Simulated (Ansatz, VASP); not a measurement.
One calculation of Ag, two programs

INCAR

```
SYSTEM = Ag
PREC = Accurate
ENCUT = 520
EDIFF = 1E-7
ISMEAR = 0
SIGMA = 0.15
LREAL = .FALSE.
LASPH = .TRUE.
NELM = 80
ALGO = Fast
ISIF = 2
LWAVE = .FALSE.
LCHARG = .FALSE.
GGA = PS
NBANDS = 18
```

KPOINTS

```
Automatic mesh
0
G
  18 18 10
  0 0 0
```

POSCAR

```
Ag
1.0
   -1.6556540000      1.6556540000      1.6556540000
    1.6556540000     -1.6556540000      1.6556540000
    3.3113080000      3.3113080000      0.0000000000
Ag
2
Direct
   -0.0320314562      0.0320314562      0.0000000000
    0.5320314562      0.4679685438      0.5000000000
```

Input for Ansatz:

```yaml
crystal:
  lattice:
    - [-1.655654, 1.655654, 1.655654]
    - [1.655654, -1.655654, 1.655654]
    - [3.311308, 3.311308, 0.0]
  atoms:
    - { symbol: Ag, position: [-0.0320314562, 0.0320314562, 0.0] }
    - { symbol: Ag, position: [0.5320314562, 0.4679685438, 0.5] }
basis:
  ecutwfc: 420
kpoints:
  mp_grid: { grid: [18, 18, 10] }
hamiltonian:
  xc: pbesol
scf:
  occupations: { method: gaussian, width: 0.15 }
output:
  forces: true
  stress: true
  eigenvalues: true
```

Change from the starting cell: mode 1 (-27.1 1/cm) frozen in, largest displacement +0.150 Å.

Alike in both runs: task single point; functional PBEsol; k mesh 18 × 18 × 10; occupations gaussian, width 0.15 eV; no spin polarisation.

```csv
,VASP,Ansatz
version,VASP 6.6.1,Ansatz 0.2.0
potentials or method,"VASP PAW PBE potentials, release 64 (Ag), cutoff 520 eV","scalar-relativistic, plane waves, PAW"
valence electrons in the cell,22,38
```

|  | VASP | Ansatz | Ansatz less VASP |
| --- | --- | --- | --- |
| gap on the k mesh at the Fermi level (eV) | none | none | - |
| pressure (GPa) | -7.3 | -7.2 | +0.11 |
| traceless stress, the component that is largest in VASP (GPa) | -0.46 | -0.46 | +0.005 |
| rms of the force components (eV/Å) | 0.013 | 0.013 | -0.0001 |

VASP's potentials were made for PBE, not for PBEsol. Atom by atom the forces differ by 0.000 eV/Å (rms over components). A gap of «none» marks a metal or a gap that the smearing closes. The functional is the same, so the differences come from potentials, cutoffs and numerics. VASP's potentials hold 22 valence electrons a cell and Ansatz's 38, so a difference there can come from the potentials and not from the codes.
